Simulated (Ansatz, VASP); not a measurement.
# Two plane-wave programs on Si

```xyz
8
Lattice="-3.3222 -3.3222 1.9187 -3.3222 3.3222 -1.9187 3.3222 -3.3222 -5.7560" Properties=species:S:1:pos:R:3 pbc="T T T"
Si   -2.1346   -2.6246   -2.8987
Si   -2.1346   -2.1346   -5.7560
Si   -1.1876   -1.1876    0.0000
Si   -1.1876   -1.1876   -3.8374
Si   -1.1876    1.1876   -3.8374
Si    2.1346   -2.1346   -5.7560
Si   -2.1346    2.1346   -1.9187
Si    1.1876   -1.1876   -3.8374
```

Alike in both runs: task single point; functional PBEsol; k mesh 8 × 8 × 8; occupations gaussian, width 0.03 eV; no spin polarisation.

|  | VASP | Ansatz |
| --- | --- | --- |
| version | VASP 6.6.1 | Ansatz 0.2.0 |
| potentials or method | VASP PAW PBE potentials, release 64 (Si), cutoff 520 eV | scalar-relativistic, plane waves, PAW |
| valence electrons in the cell | 32 | 32 |

```tsv
	VASP	Ansatz	Ansatz less VASP
gap on the k mesh at the Fermi level (eV)	none	none	-
pressure (GPa)	4.7	4.6	-0.08
traceless stress, the component that is largest in VASP (GPa)	-7.10	-7.09	+0.010
rms of the force components (eV/Å)	1.906	1.911	+0.0048
```

VASP's potentials were made for PBE, not for PBEsol, and Ansatz warns of the same on its side. Atom by atom the forces differ by 0.007 eV/Å (rms over components). A gap of «none» marks a metal or a gap that the smearing closes. The functional is the same, so the differences come from potentials, cutoffs and numerics.
